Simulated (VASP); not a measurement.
# AlAs (F-43m) in VASP: further runs

Aim: see how the results for AlAs move with the level of theory and the settings. Levels: LDA, PBE. Tasks: single point.

All numbers are computed with VASP 6.6.1; they aren't measurements. Logs are shortened: lines on timing, memory, paths and dates and some standing lists are left out, and cuts for length are marked.

## 1. The cell of the first run

It takes space group F-43m (No. 216, cubic). Conventional cell: a = 5.678 Å, b = 5.678 Å, c = 5.678 Å, α = 90.00°, β = 90.00°, γ = 90.00°. Within 3.2 Å of Al (site symmetry -43m) lie 4 As at 2.46 Å. Within 3.2 Å of As (site symmetry -43m) lie 4 Al at 2.46 Å.

## 2. Single point, LDA

INCAR

```
PREC = Accurate
ENCUT = 500
EDIFF = 1E-6
ISMEAR = 0
SIGMA = 0.01
LREAL = F
LASPH = T
NELM = 120
ALGO = Normal
ISIF = 2
LWAVE = F
LCHARG = F
GGA = CA
NBANDS = 11
GGA_COMPAT = F
```

KPOINTS

```
Automatic mesh
0
Gamma
  4 4 4
```

POSCAR

```
AlAs
1.0
    0.0000000000      2.8389246376      2.8389246376
    2.8389246376      0.0000000000      2.8389246376
    2.8389246376      2.8389246376      0.0000000000
Al As
1 1
Direct
    0.0000000000      0.0000000000      0.0000000000
    0.2500000000      0.2500000000      0.2500000000
```

Potentials or basis: VASP PAW LDA potentials, release 64 (Al, As).

On the command line:

```bash
$ cat potpaw_LDA.64/Al/POTCAR potpaw_LDA.64/As/POTCAR > POTCAR
$ mpirun -np 1 vasp_std > vasp.out
```

OUTCAR:

```text
PREC = Accurate
   ENCUT = 500
   EDIFF = 1E-6
   ISMEAR = 0
   LREAL = F
   LASPH = T
   NELM = 120
   ISIF = 2
   GGA = CA

 ion  position               nearest neighbor table
   1  0.000  0.000  0.000-   2 2.46   2 2.46   2 2.46   2 2.46
   2  0.250  0.250  0.250-   1 2.46   1 2.46   1 2.46   1 2.46

  LATTYP: Found a face centered cubic cell.
 ALAT       =     5.6778492752

  Lattice vectors:

 A1 = (   0.0000000000,   2.8389246376,   2.8389246376)
 A2 = (   2.8389246376,   0.0000000000,   2.8389246376)
 A3 = (   2.8389246376,   2.8389246376,   0.0000000000)

Analysis of symmetry for initial positions (statically):
=====================================================================
 Subroutine PRICEL returns:
 Original cell was already a primitive cell.

 Routine SETGRP: Setting up the symmetry group for a
 face centered cubic supercell.

 Subroutine GETGRP returns: Found 24 space group operations
 (whereof 24 operations were pure point group operations)
 out of a pool of 48 trial point group operations.

The static configuration has the point symmetry T_d .

Analysis of symmetry for dynamics (positions and initial velocities):
=====================================================================
 Subroutine PRICEL returns:
 Original cell was already a primitive cell.

 Routine SETGRP: Setting up the symmetry group for a
 face centered cubic supercell.

 Subroutine GETGRP returns: Found 24 space group operations
 (whereof 24 operations were pure point group operations)
 out of a pool of 48 trial point group operations.

The dynamic configuration has the point symmetry T_d .

 Subroutine INISYM returns: Found 24 space group operations
 (whereof 24 operations are pure point group operations),
 and found     1 'primitive' translations

----------------------------------------------------------------------------------------

                                     Primitive cell

  volume of cell :      45.7606

  direct lattice vectors                    reciprocal lattice vectors
     0.000000000  2.838924638  2.838924638    -0.176123027  0.176123027  0.176123027
     2.838924638  0.000000000  2.838924638     0.176123027 -0.176123027  0.176123027
     2.838924638  2.838924638  0.000000000     0.176123027  0.176123027 -0.176123027

  length of vectors
     4.014845725  4.014845725  4.014845725     0.305054031  0.305054031  0.305054031

  position of ions in fractional coordinates (direct lattice)
     0.000000000  0.000000000  0.000000000
     0.250000000  0.250000000  0.250000000

  ion indices of the primitive-cell ions
   primitive index   ion index
                 1           1
                 2           2

----------------------------------------------------------------------------------------

 KPOINTS: Automatic mesh

Automatic generation of k-mesh.
 Grid dimensions read from file:
 generate k-points for:    4    4    4

 Generating k-lattice:

  Cartesian coordinates                     Fractional coordinates (reciprocal lattice)
    -0.044030757  0.044030757  0.044030757     0.250000000  0.000000000  0.000000000
     0.044030757 -0.044030757  0.044030757     0.000000000  0.250000000  0.000000000
     0.044030757  0.044030757 -0.044030757     0.000000000  0.000000000  0.250000000

  Length of vectors
     0.076263508  0.076263508  0.076263508

  Shift w.r.t. Gamma in fractional coordinates (k-lattice)
     0.000000000  0.000000000  0.000000000

 Subroutine IBZKPT returns following result:
 ===========================================

 Found      8 irreducible k-points:

 Following reciprocal coordinates:
            Coordinates               Weight
  0.000000  0.000000  0.000000      1.000000
  0.250000  0.000000  0.000000      8.000000
  0.500000  0.000000  0.000000      4.000000
  0.250000  0.250000  0.000000      6.000000
  0.500000  0.250000  0.000000     24.000000
 -0.250000  0.250000  0.000000     12.000000
  0.500000  0.500000  0.000000      3.000000
 -0.250000  0.500000  0.250000      6.000000
   k-points           NKPTS =      8   k-points in BZ     NKDIM =      8   number of bands    NBANDS=     11
   number of dos      NEDOS =    301   number of ions     NIONS =      2
   total plane-waves  NPLWV =  27000
   dimension x,y,z NGX =    30 NGY =   30 NGZ =   30
   dimension x,y,z NGXF=    60 NGYF=   60 NGZF=   60
   ions per type =               1   1
   NGX,Y,Z   is equivalent  to a cutoff of  12.42, 12.42, 12.42 a.u.
   NGXF,Y,Z  is equivalent  to a cutoff of  24.84, 24.84, 24.84 a.u.
 SYSTEM =  unknown system
   PREC   = accura    normal or accurate (medium, high low for compatibility)
   ISTART =      0    job   : 0-new  1-cont  2-samecut
   ICHARG =      2    charge: 1-file 2-atom 10-const
   ISPIN  =      1    spin polarized calculation?
   LNONCOLLINEAR =      F non collinear calculations
   LSORBIT =      F    spin-orbit coupling
   LASPH  =      T    aspherical Exc in radial PAW
   ENCUT  =  500.0 eV  36.75 Ry    6.06 a.u.   7.32  7.32  7.32*2*pi/ulx,y,z
   NELM   =    120;   NELMIN=  2; NELMDL= -5     # of ELM steps
   EDIFF  = 0.1E-05   stopping-criterion for ELM
   LREAL  =      F    real-space projection
   EDIFFG = 0.1E-04   stopping-criterion for IOM
   NSW    =      0    number of steps for IOM
   IBRION =     -1    ionic relax: 0-MD 1-quasi-New 2-CG
   NFREE  =      0    steps in history (QN), initial steepest desc. (CG)
   ISIF   =      2    stress and relaxation
   ISYM   =      2    0-nonsym 1-usesym 2-fastsym
   POTIM  = 0.5000    time-step for ionic-motion
   TEBEG  =    0.0;   TEEND  =   0.0 temperature during run
   PSTRESS=    0.0 pullay stress
   NELECT =       8.0000    total number of electrons
   NUPDOWN=      -1.0000    fix difference up-down
   EMIN   =  10.00;   EMAX   =-10.00  energy-range for DOS
   EFERMI =   0.00;   METHOD = LEGACY
   ISMEAR =     0;   SIGMA  =   0.01  broadening in eV -4-tet -1-fermi 0-gaus
   EFERMI_NEDOS =   21; number of points for ismear=-14 and -15
   IALGO  =     38    algorithm
   IMIX   =      4    mixing-type and parameters
     AMIX     =   0.40;   BMIX     =  1.00
     AMIX_MAG =   1.60;   BMIX_MAG =  1.00
  volume/ion in A,a.u.               =      22.88       154.40
  Fermi-wavevector in a.u.,A,eV,Ry     =   0.915393  1.729842 11.400927  0.837945
  Thomas-Fermi vector in A             =   2.040129
   LORBIT       =      0    0 simple, 1 ext, 2 COOP (PROOUT), +10 PAW based schemes
   GGA     = CA    functional components
   LHFCALC =     F    Hartree Fock is set to
   AEXX    =    0.0000 exact exchange contribution
   IVDW    =     0    specifies the selected vdW correction
   LEPSILON=     F    determine dielectric tensor
   LRPA    =     F    only Hartree local field effects (RPA)
 non-spin polarized calculation
 Gauss-broadening in eV      SIGMA  =   0.01
  energy-cutoff  :      500.00
  volume of cell :       45.76
 maximum number of plane-waves:      1211
 NGX is ok and might be reduce to    30
   NGX = 15   NGY = 15   NGZ = 15

 number of electron       7.9999999 magnetization

 Free energy of the ion-electron system (eV)
  ---------------------------------------------------
  ext. energy  EPLUGINS =         0.00000000
  ---------------------------------------------------
  free energy    TOTEN  =       -10.38782394 eV

  energy without entropy =      -10.38782394  energy(sigma->0) =      -10.38782394

 E-fermi :   3.8237     XC(G=0):  -9.2328

 val. band max:        3.7471761196   @ k =   0.0000   0.0000   0.0000
 cond. band min:       5.0628275599   @ k =   0.5000   0.5000   0.0000
 fundamental gap:      1.3156514403
 Fermi energy:         3.8237353000

 k-point     1 :       0.0000    0.0000    0.0000
  band No.  band energies     occupation
      1      -8.0998      2.00000
      2       3.7472      2.00000
      3       3.7472      2.00000
      4       3.7472      2.00000
      5       5.5434      0.00000
      6       7.9444      0.00000
      7       7.9444      0.00000
      8       7.9444      0.00000
      9      12.2866      0.00000
     10      12.7344      0.00000
     11      12.7344      0.00000

 k-point     2 :       0.2500    0.0000    0.0000
  band No.  band energies     occupation
      1      -7.5287      2.00000
      2       0.3324      2.00000
      3       3.2684      2.00000
      4       3.2684      2.00000
      5       6.1822      0.00000
      6       8.5655      0.00000
      7       8.5655      0.00000
      8      10.0070      0.00000
      9      11.9851      0.00000
     10      11.9851      0.00000
     11      12.8918      0.00000

 k-point     3 :       0.5000    0.0000    0.0000
  band No.  band energies     occupation
      1      -6.6968      2.00000
      2      -1.8327      2.00000
      3       2.9240      2.00000
      4       2.9240      2.00000
      5       5.7091      0.00000
      6       8.3428      0.00000
      7       8.3428      0.00000
      8      11.2795      0.00000
      9      14.6384      0.00000
     10      15.1634      0.00000
     11      15.1634      0.00000

 k-point     4 :       0.2500    0.2500    0.0000
  band No.  band energies     occupation
      1      -7.3316      2.00000
      2       0.4956      2.00000
      3       2.4052      2.00000
      4       2.4052      2.00000
      5       6.2088      0.00000
      6       7.3782      0.00000
      7      10.4607      0.00000
      8      10.4607      0.00000
      9      11.0036      0.00000
     10      13.8204      0.00000
     11      15.6829      0.00000

 k-point     5 :       0.5000    0.2500    0.0000
  band No.  band energies     occupation
      1      -6.4694      2.00000
      2      -1.3132      2.00000
      3       1.0058      2.00000
      4       2.1345      2.00000
      5       6.1831      0.00000
      6       8.7858      0.00000
      7       9.9658      0.00000
      8      10.5765      0.00000
      9      13.8610      0.00000
     10      15.0661      0.00000
     11      16.4217      0.00000

 k-point     6 :      -0.2500    0.2500    0.0000
  band No.  band energies     occupation
      1      -6.7762      2.00000
      2      -0.8207      2.00000
      3       0.8663      2.00000
      4       2.8496      2.00000
      5       7.0120      0.00000
      6       9.3475      0.00000
      7       9.5477      0.00000
      8       9.9072      0.00000
      9      11.3287      0.00000
     10      13.8311      0.00000
     11      16.0236      0.00000

 k-point     7 :       0.5000    0.5000    0.0000
  band No.  band energies     occupation
      1      -6.1553      2.00000
      2      -1.6926      2.00000
      3       1.5779      2.00000
      4       1.5779      2.00000
      5       5.0628      0.00000
      6       5.9128      0.00000
      7      13.8566      0.00000
      8      13.8566      0.00000
      9      15.2135      0.00000
     10      16.2196      0.00000
     11      16.2196      0.00000

 k-point     8 :      -0.2500    0.5000    0.2500
  band No.  band energies     occupation
      1      -6.1237      2.00000
      2      -1.3528      2.00000
      3       0.5631      2.00000
      4       0.9146      2.00000
      5       7.9679      0.00000
      6       9.2483      0.00000
      7       9.2975      0.00000
      8       9.6744      0.00000
      9      14.1453      0.00000
     10      15.9060      0.00000
     11      16.1495      0.00000

------------------------ aborting loop because EDIFF is reached ----------------------------------------

  FORCE on cell =-STRESS in cart. coord.  units (eV):
  Direction    XX          YY          ZZ          XY          YZ          ZX
  --------------------------------------------------------------------------------------
  -------------------------------------------------------------------------------------
  Total       -0.3634521     -0.3634521     -0.3634521     -0.0000000      0.0000000     -0.0000000
  in kB      -12.7252455    -12.7252455    -12.7252455     -0.0000000      0.0000000     -0.0000000
  external PRESSURE =     -12.7252455 kB  Pullay stress =       0.0000000 kB

 VOLUME and BASIS-vectors are now :
 -----------------------------------------------------------------------------
  energy-cutoff  :      500.00
  volume of cell :       45.76
      direct lattice vectors                 reciprocal lattice vectors
     0.000000000  2.838924638  2.838924638    -0.176123027  0.176123027  0.176123027
     2.838924638  0.000000000  2.838924638     0.176123027 -0.176123027  0.176123027
     2.838924638  2.838924638  0.000000000     0.176123027  0.176123027 -0.176123027

 POSITION                                       TOTAL-FORCE (eV/Angst)
 -----------------------------------------------------------------------------------
      0.00000      0.00000      0.00000        -0.000000     -0.000000     -0.000000
      1.41946      1.41946      1.41946         0.000000      0.000000      0.000000
 -----------------------------------------------------------------------------------
    total drift:                               -0.000000     -0.000000     -0.000000

  FREE ENERGIE OF THE ION-ELECTRON SYSTEM (eV)
  ---------------------------------------------------
  free  energy   TOTEN  =       -10.3878239427 eV

  energy  without entropy=      -10.3878239427  energy(sigma->0) =      -10.38782394
```

Run time: 9.1 s. Hardware: 1 thread of AMD EPYC 7R13, shared host; peak memory 0.11 GiB.

Results:

- Free energy: -10.3878 eV
- Pressure: -1.3 GPa
- Band gap on the k mesh: 1.32 eV (least direct gap 1.80 eV)

Caveat: the k points lie up to 0.48 Å⁻¹ apart. A k mesh can miss the band edges.

## 3. Single point, PBE

INCAR

```
SYSTEM = AlAs
PREC = Accurate
ENCUT = 500
EDIFF = 1E-6
ISMEAR = 0
SIGMA = 0.01
LREAL = .FALSE.
LASPH = .TRUE.
NELM = 120
ALGO = Normal
ISIF = 2
LWAVE = .FALSE.
LCHARG = .TRUE.
GGA = PE
LELF = .TRUE.
LVHAR = .TRUE.
NBANDS = 11
GGA_COMPAT = .FALSE.
```

KPOINTS

```
regular mesh
0
G
  6 6 6
  0 0 0
```

POSCAR is that of step 2.

Potentials or basis: VASP PAW PBE potentials, release 64 (Al, As).

On the command line:

```bash
$ cat potpaw_PBE.64/Al/POTCAR potpaw_PBE.64/As/POTCAR > POTCAR
$ mpirun -np 1 vasp_std > vasp.out
```

It took 17 s on 1 thread of AMD EPYC 7R13, shared host; peak memory 0.13 GiB.

The run converged. Its results:

```yaml
Free_energy: -9.3691 eV
Pressure: 2.1 GPa
Band_gap_on_the_k_mesh: 1.45 eV (least direct gap 1.99 eV)
```

Levels at points of the mesh, in eV from the valence-band top:
| k point | band 2 | band 3 | band 4 | band 5 | band 6 | band 7 |
| --- | --- | --- | --- | --- | --- | --- |
| (0.00, 0.00, 0.00) | 0.00 | 0.00 | 0.00 | 1.99 | 4.27 | 4.27 |
| (0.50, 0.00, 0.00) | -5.53 | -0.82 | -0.82 | 2.11 | 4.67 | 4.67 |
| (0.50, 0.50, 0.00) | -5.40 | -2.16 | -2.16 | 1.45 | 2.29 | 10.26 |

A k mesh can miss the band edges.
